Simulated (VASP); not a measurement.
# Si (Fd-3m) in VASP: further runs

Runs on Si. Level: r2SCAN. Tasks: single point.

Everything below comes from runs of VASP 6.6.1. Logs are shortened: lines on timing, memory, paths and dates and some standing lists are left out, and cuts for length are marked.

### 1 The cell of the first run

Symmetry: Fd-3m, No. 227, cubic system. Conventional cell: a = 5.296 Å, b = 5.296 Å, c = 5.296 Å, α = 90.00°, β = 90.00°, γ = 90.00°. Within 3.0 Å of Si (site symmetry -43m) lie 4 Si at 2.29 Å.

### 2 Single point, r2SCAN (volume scaled by 0.92)

POSCAR

```
Si
1.0
    0.0000000000      2.6480945747      2.6480945747
    2.6480945747      0.0000000000      2.6480945747
    2.6480945747      2.6480945747      0.0000000000
Si
2
Direct
    0.5000000000      0.5000000000      0.5000000000
    0.7500000000      0.7500000000      0.7500000000
```

INCAR.step1

```
SYSTEM = Si
ALGO = Normal
EDIFF = 1E-4
ENCUT = 520
GGA = PE
ISMEAR = -1
LASPH = .TRUE.
LCHARG = .FALSE.
LREAL = .FALSE.
LWAVE = .TRUE.
NBANDS = 11
NELM = 80
PREC = Accurate
SIGMA = 0.05
```

INCAR.step2

```
SYSTEM = Si
ALGO = Normal
EDIFF = 1E-6
ENCUT = 520
ISIF = 2
ISMEAR = -1
ISTART = 1
LASPH = .TRUE.
LCHARG = .TRUE.
LELF = .TRUE.
LMIXTAU = .TRUE.
LREAL = .FALSE.
LVHAR = .TRUE.
LWAVE = .FALSE.
METAGGA = R2SCAN
NBANDS = 11
NELM = 80
PREC = Accurate
SIGMA = 0.05
```

KPOINTS

```
k-points
0
G
  9 9 9
  0 0 0
```

Potentials or basis: VASP PAW PBE potentials, release 64 (Si).

Launch:

```bash
cat potpaw_PBE.64/Si/POTCAR > POTCAR
cp INCAR.step1 INCAR
mpirun -np 1 vasp_std > vasp.out
cp INCAR.step2 INCAR
mpirun -np 1 vasp_std > vasp.out
```

OUTCAR:

```text
SYSTEM = Si
   EDIFF = 1E-6
   ENCUT = 520
   ISIF = 2
   ISMEAR = -1
   ISTART = 1
   LASPH = .TRUE.
   LREAL = .FALSE.
   METAGGA = R2SCAN
   NELM = 80
   PREC = Accurate

 ion  position               nearest neighbor table
   1  0.500  0.500  0.500-   2 2.29   2 2.29   2 2.29   2 2.29
   2  0.750  0.750  0.750-   1 2.29   1 2.29   1 2.29   1 2.29

  LATTYP: Found a face centered cubic cell.
 ALAT       =     5.2961891494

  Lattice vectors:

 A1 = (   0.0000000000,   2.6480945747,   2.6480945747)
 A2 = (   2.6480945747,   0.0000000000,   2.6480945747)
 A3 = (   2.6480945747,   2.6480945747,   0.0000000000)

Analysis of symmetry for initial positions (statically):
=====================================================================
 Subroutine PRICEL returns:
 Original cell was already a primitive cell.

 Routine SETGRP: Setting up the symmetry group for a
 face centered cubic supercell.

 Subroutine GETGRP returns: Found 48 space group operations
 (whereof 24 operations were pure point group operations)
 out of a pool of 48 trial point group operations.

The static configuration has the point symmetry T_d .
 The point group associated with its full space group is O_h .

Analysis of symmetry for dynamics (positions and initial velocities):
=====================================================================
 Subroutine PRICEL returns:
 Original cell was already a primitive cell.

 Routine SETGRP: Setting up the symmetry group for a
 face centered cubic supercell.

 Subroutine GETGRP returns: Found 48 space group operations
 (whereof 24 operations were pure point group operations)
 out of a pool of 48 trial point group operations.

The dynamic configuration has the point symmetry T_d .
 The point group associated with its full space group is O_h .

 Subroutine INISYM returns: Found 48 space group operations
 (whereof 24 operations are pure point group operations),
 and found     1 'primitive' translations

----------------------------------------------------------------------------------------

                                     Primitive cell

  volume of cell :      37.1390

  direct lattice vectors                    reciprocal lattice vectors
     0.000000000  2.648094575  2.648094575    -0.188815009  0.188815009  0.188815009
     2.648094575  0.000000000  2.648094575     0.188815009 -0.188815009  0.188815009
     2.648094575  2.648094575  0.000000000     0.188815009  0.188815009 -0.188815009

  length of vectors
     3.744971262  3.744971262  3.744971262     0.327037188  0.327037188  0.327037188

  position of ions in fractional coordinates (direct lattice)
     0.500000000  0.500000000  0.500000000
     0.750000000  0.750000000  0.750000000

  ion indices of the primitive-cell ions
   primitive index   ion index
                 1           1
                 2           2

----------------------------------------------------------------------------------------

 KPOINTS: k-points

Automatic generation of k-mesh.
 Grid dimensions read from file:
 generate k-points for:    9    9    9

 Generating k-lattice:

  Cartesian coordinates                     Fractional coordinates (reciprocal lattice)
    -0.020979445  0.020979445  0.020979445     0.111111111  0.000000000  0.000000000
     0.020979445 -0.020979445  0.020979445     0.000000000  0.111111111  0.000000000
     0.020979445  0.020979445 -0.020979445     0.000000000  0.000000000  0.111111111

  Length of vectors
     0.036337465  0.036337465  0.036337465

  Shift w.r.t. Gamma in fractional coordinates (k-lattice)
     0.000000000  0.000000000  0.000000000

 Subroutine IBZKPT returns following result:
 ===========================================

 Found     35 irreducible k-points:

 Following reciprocal coordinates:
            Coordinates               Weight
  0.000000  0.000000  0.000000      1.000000
  0.111111  0.000000  0.000000      8.000000
  0.222222  0.000000  0.000000      8.000000
  0.333333  0.000000  0.000000      8.000000
  0.444444  0.000000  0.000000      8.000000
  0.111111  0.111111  0.000000      6.000000
[... 16 lines left out ...]
 -0.333333  0.333333  0.000000     12.000000
  0.444444  0.444444  0.000000      6.000000
 [... further k-points ...]
   k-points           NKPTS =     35   k-points in BZ     NKDIM =     35   number of bands    NBANDS=     11
   number of dos      NEDOS =    301   number of ions     NIONS =      2
   total plane-waves  NPLWV =  21952
   dimension x,y,z NGX =    28 NGY =   28 NGZ =   28
   dimension x,y,z NGXF=    56 NGYF=   56 NGZF=   56
   ions per type =               2
   NGX,Y,Z   is equivalent  to a cutoff of  12.43, 12.43, 12.43 a.u.
   NGXF,Y,Z  is equivalent  to a cutoff of  24.86, 24.86, 24.86 a.u.
 SYSTEM =  Si
   PREC   = accura    normal or accurate (medium, high low for compatibility)
   ISTART =      1    job   : 0-new  1-cont  2-samecut
   ICHARG =      0    charge: 1-file 2-atom 10-const
   ISPIN  =      1    spin polarized calculation?
   LNONCOLLINEAR =      F non collinear calculations
   LSORBIT =      F    spin-orbit coupling
   LASPH  =      T    aspherical Exc in radial PAW
   ENCUT  =  520.0 eV  38.22 Ry    6.18 a.u.   6.96  6.96  6.96*2*pi/ulx,y,z
   NELM   =     80;   NELMIN=  2; NELMDL=  0     # of ELM steps
   EDIFF  = 0.1E-05   stopping-criterion for ELM
   LREAL  =      F    real-space projection
   EDIFFG = 0.1E-04   stopping-criterion for IOM
   NSW    =      0    number of steps for IOM
   IBRION =     -1    ionic relax: 0-MD 1-quasi-New 2-CG
   NFREE  =      0    steps in history (QN), initial steepest desc. (CG)
   ISIF   =      2    stress and relaxation
   ISYM   =      2    0-nonsym 1-usesym 2-fastsym
   POTIM  = 0.5000    time-step for ionic-motion
   TEBEG  =    0.0;   TEEND  =   0.0 temperature during run
   PSTRESS=    0.0 pullay stress
   NELECT =       8.0000    total number of electrons
   NUPDOWN=      -1.0000    fix difference up-down
   EMIN   =  10.00;   EMAX   =-10.00  energy-range for DOS
   EFERMI =   0.00;   METHOD = LEGACY
   ISMEAR =    -1;   SIGMA  =   0.05  broadening in eV -4-tet -1-fermi 0-gaus
   EFERMI_NEDOS =   21; number of points for ismear=-14 and -15
   IALGO  =     38    algorithm
   IMIX   =      4    mixing-type and parameters
     AMIX     =   0.40;   BMIX     =  1.00
     AMIX_MAG =   1.60;   BMIX_MAG =  1.00
  volume/ion in A,a.u.               =      18.57       125.31
  Fermi-wavevector in a.u.,A,eV,Ry     =   0.981359  1.854500 13.103307  0.963066
  Thomas-Fermi vector in A             =   2.112360
   LORBIT       =      0    0 simple, 1 ext, 2 COOP (PROOUT), +10 PAW based schemes
   METAGGA = R2SCAN    functional components
   LHFCALC =     F    Hartree Fock is set to
   AEXX    =    0.0000 exact exchange contribution
   IVDW    =     0    specifies the selected vdW correction
   LEPSILON=     F    determine dielectric tensor
   LRPA    =     F    only Hartree local field effects (RPA)
 non-spin polarized calculation
  energy-cutoff  :      520.00
  volume of cell :       37.14
 maximum number of plane-waves:      1018
   NGX = 13   NGY = 13   NGZ = 13

 number of electron       8.0000000 magnetization

 Free energy of the ion-electron system (eV)
  ---------------------------------------------------
  ext. energy  EPLUGINS =         0.00000000
  ---------------------------------------------------
  free energy    TOTEN  =       -17.46548474 eV

  energy without entropy =      -17.46546926  energy(sigma->0) =      -17.46547700

 E-fermi :   6.8350     XC(G=0): -10.1581

 val. band max:        6.5322873172   @ k =   0.0000   0.0000   0.0000
 cond. band min:       7.1722456415   @ k =   0.4444   0.4444   0.0000
 fundamental gap:      0.6399583243
 Fermi energy:         6.8350482253

 k-point     1 :       0.0000    0.0000    0.0000
  band No.  band energies     occupation
      1      -6.5487      2.00000
      2       6.5323      1.99532
      3       6.5323      1.99532
      4       6.5323      1.99532
      5       9.3213      0.00000
      6       9.3213      0.00000
      7       9.3213      0.00000
      8      11.4760      0.00000
      9      14.6882      0.00000
     10      14.6882      0.00000
     11      15.5989      0.00000

 k-point     2 :       0.1111    0.0000    0.0000
  band No.  band energies     occupation
      1      -6.3677      2.00000
      2       5.1279      2.00000
      3       6.2617      1.99998
      4       6.2617      1.99998
      5       9.5276      0.00000
      6       9.7201      0.00000
      7       9.7201      0.00000
      8      12.4099      0.00000
      9      14.2519      0.00000
     10      14.2519      0.00000
     11      16.2828      0.00000

 k-point     3 :       0.2222    0.0000    0.0000
  band No.  band energies     occupation
      1      -5.8345      2.00000
      2       2.8596      2.00000
      3       5.7849      2.00000
      4       5.7849      2.00000
      5       9.2610      0.00000
      6      10.2932      0.00000
      7      10.2932      0.00000
      8      14.0451      0.00000
      9      14.0451      0.00000
     10      14.3306      0.00000
     11      16.6616      0.00000

 k-point     4 :       0.3333    0.0000    0.0000
  band No.  band energies     occupation
      1      -4.9975      2.00000
      2       0.7346      2.00000
      3       5.4087      2.00000
      4       5.4087      2.00000
      5       8.9239      0.00000
      6      10.3009      0.00000
      7      10.3009      0.00000
      8      15.1211      0.00000
      9      15.1211      0.00000
     10      15.3114      0.00000
     11      17.0935      0.00000

 k-point     5 :       0.4444    0.0000    0.0000
  band No.  band energies     occupation
      1      -4.0857      2.00000
      2      -0.8444      2.00000
      3       5.2142      2.00000
      4       5.2142      2.00000
      5       8.7324      0.00000
      6      10.1064      0.00000
      7      10.1064      0.00000
      8      15.0474      0.00000
      9      17.1134      0.00000
     10      17.1134      0.00000
     11      18.9403      0.00000
[... 211 lines left out ...]
 k-point    21 :       0.4444    0.3333    0.0000
  band No.  band energies     occupation
      1      -3.5779      2.00000
      2       0.0836      2.00000
      3       2.9804      2.00000
      4       3.6196      2.00000
      5       7.5975      0.00000
      6       8.7474      0.00000
      7      14.9507      0.00000
      8      15.0950      0.00000
      9      18.6938      0.00000
     10      19.6120      0.00000
     11      19.6866      0.00000

 k-point    22 :      -0.4444    0.3333    0.0000
  band No.  band energies     occupation
      1      -2.6646      2.00000
      2      -0.9385      2.00000
      3       1.9587      2.00000
      4       3.7420      2.00000
      5       7.8088      0.00000
      6      10.5303      0.00000
      7      14.4942      0.00000
      8      14.9194      0.00000
      9      16.8549      0.00000
     10      17.2881      0.00000
     11      21.3209      0.00000

 k-point    23 :      -0.3333    0.3333    0.0000
  band No.  band energies     occupation
      1      -2.8513      2.00000
      2      -0.7381      2.00000
      3       1.5493      2.00000
      4       4.1447      2.00000
      5       8.2651      0.00000
      6      12.8173      0.00000
      7      13.7304      0.00000
      8      14.5953      0.00000
      9      14.7066      0.00000
     10      15.1581      0.00000
     11      22.2433      0.00000

 k-point    24 :       0.4444    0.4444    0.0000
  band No.  band energies     occupation
      1      -2.8207      2.00000
      2      -0.8889      2.00000
      3       3.3627      2.00000
      4       3.3627      2.00000
      5       7.1722      0.00235
      6       7.5813      0.00000
      7      17.0217      0.00000
      8      17.0217      0.00000
      9      18.9437      0.00000
     10      19.5152      0.00000
     11      19.5152      0.00000

 [... further k-points ...]

------------------------ aborting loop because EDIFF is reached ----------------------------------------

  FORCE on cell =-STRESS in cart. coord.  units (eV):
  Direction    XX          YY          ZZ          XY          YZ          ZX
  --------------------------------------------------------------------------------------
  -------------------------------------------------------------------------------------
  Total        2.1454544      2.1454544      2.1454544     -0.0000000      0.0000000      0.0000000
  in kB       92.5548988     92.5548988     92.5548988     -0.0000000      0.0000000      0.0000000
  external PRESSURE =      92.5548988 kB  Pullay stress =       0.0000000 kB

 VOLUME and BASIS-vectors are now :
 -----------------------------------------------------------------------------
  energy-cutoff  :      520.00
  volume of cell :       37.14
      direct lattice vectors                 reciprocal lattice vectors
     0.000000000  2.648094575  2.648094575    -0.188815009  0.188815009  0.188815009
     2.648094575  0.000000000  2.648094575     0.188815009 -0.188815009  0.188815009
     2.648094575  2.648094575  0.000000000     0.188815009  0.188815009 -0.188815009

 POSITION                                       TOTAL-FORCE (eV/Angst)
 -----------------------------------------------------------------------------------
      2.64809      2.64809      2.64809         0.000000      0.000000      0.000000
      3.97214      3.97214      3.97214        -0.000000     -0.000000     -0.000000
 -----------------------------------------------------------------------------------
    total drift:                                0.000000      0.000000     -0.000000

  FREE ENERGIE OF THE ION-ELECTRON SYSTEM (eV)
  ---------------------------------------------------
  free  energy   TOTEN  =       -17.4654847374 eV

  energy  without entropy=      -17.4654692572  energy(sigma->0) =      -17.46547700
```

Run time: 2.4 min. Hardware: 1 thread of AMD EPYC 7R13, shared host; peak memory 0.12 GiB.

What came out:

```yaml
Free_energy: -17.4655 eV
Pressure: 9.3 GPa
Band_gap_on_the_k_mesh: 0.64 eV, indirect (least direct gap 2.79 eV)
```

Caveat: the PAW data sets were made with another functional, which shifts forces and pressure a little.

### 3 Single point, r2SCAN (volume scaled by 0.96)

POSCAR

```
Si
1.0
    0.0000000000      2.6859296089      2.6859296089
    2.6859296089      0.0000000000      2.6859296089
    2.6859296089      2.6859296089      0.0000000000
Si
2
Direct
    0.5000000000      0.5000000000      0.5000000000
    0.7500000000      0.7500000000      0.7500000000
```

INCAR.step1

```
  ALGO = Normal
  EDIFF = 1E-4
  ENCUT = 520
  GGA = PE
  ISMEAR = -1
  LASPH = T
  LCHARG = F
  LREAL = F
  LWAVE = T
  NBANDS = 11
  NELM = 60
  PREC = Accurate
  SIGMA = 0.05
```

INCAR.step2

```
  ALGO = Normal
  EDIFF = 1E-7
  ENCUT = 520
  ISIF = 2
  ISMEAR = -1
  ISTART = 1
  LASPH = T
  LCHARG = T
  LELF = T
  LMIXTAU = T
  LREAL = F
  LVHAR = T
  LWAVE = F
  METAGGA = R2SCAN
  NBANDS = 11
  NELM = 60
  PREC = Accurate
  SIGMA = 0.05
```

KPOINTS

```
k-points
0
Gamma
  9 9 9
```

Potentials or basis: VASP PAW PBE potentials, release 64 (Si).

Launch:

```bash
cat potpaw_PBE.64/Si/POTCAR > POTCAR
cp INCAR.step1 INCAR
mpirun -np 1 vasp_std > vasp.out
cp INCAR.step2 INCAR
mpirun -np 1 vasp_std > vasp.out
```

It took 2.6 min on 1 thread of AMD EPYC 7R13, shared host; peak memory 0.13 GiB.

Results (log left out):

- Free energy: -17.5312 eV
- Pressure: 4.0 GPa
- Band gap on the k mesh: 0.73 eV, indirect (least direct gap 2.77 eV)

Levels at points of the mesh, in eV from the valence-band top:
```tsv
k point	band 2	band 3	band 4	band 5	band 6	band 7
(0.00, 0.00, 0.00)	0.00	0.00	0.00	2.77	2.77	2.77
```

Caveat: the PAW data sets were made with another functional, which shifts forces and pressure a little.
